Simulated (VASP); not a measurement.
Wanted: the native input for a VASP 6.6.1 run.

* Task: single point
* Functional: PBEsol
* Potentials or basis: VASP PAW PBE potentials, release 64 (Sc_sv, H)
* Cutoff: 520 eV
* k mesh: 10 × 10 × 10
* Occupations: gaussian, width 0.05 eV
* Spin: no spin polarisation
* Dipole correction: no
* Further INCAR settings: ALGO = Normal; EDIFF = 1e-06; NBANDS = 15

The structure of ScH3 lies in POSCAR:

```
ScH3
1.0
    0.0000000000      2.3371324404      2.3371324404
    2.3371324404      0.0000000000      2.3371324404
    2.3371324404      2.3371324404      0.0000000000
Sc H
1 3
Direct
    0.0000000000      0.0000000000      0.0000000000
    0.5000000000      0.5000000000      0.5000000000
    0.2500000000      0.2500000000      0.2500000000
    0.7500000000      0.7500000000      0.7500000000
```

This cell differs from its parent crystal: volume scaled by 0.980.

One way to write it, as run:

INCAR

```
SYSTEM = ScH3
PREC = Accurate ; ENCUT = 520
EDIFF = 1E-6 ; ISMEAR = 0
SIGMA = 0.05 ; LREAL = .FALSE.
LASPH = .TRUE. ; NELM = 60
ALGO = Normal ; ISIF = 2
LWAVE = .FALSE. ; LCHARG = .FALSE.
GGA = PS ; NBANDS = 15
```

KPOINTS

```
Automatic mesh
0
G
  10 10 10
  0 0 0
```

Potentials or basis: VASP PAW PBE potentials, release 64 (Sc_sv, H).

Command:

```bash
$ cat potpaw_PBE.64/Sc_sv/POTCAR potpaw_PBE.64/H/POTCAR > POTCAR
$ mpirun -np 1 vasp_std > vasp.out
```

It gave:

* Pressure: 2.7 GPa
* Band gap on the k mesh: zero (band 7 reaches 6.03 eV, above the bottom of band 8 at 5.65 eV)

Caveat: the PAW data sets were made with another functional, which shifts forces and pressure a little.

Wall time 28 s on 1 thread of Intel(R) Xeon(R) Platinum 8259CL CPU @ 2.50GHz (Skylake/Cascade Lake), with other jobs on the host, peak memory 0.16 GiB.
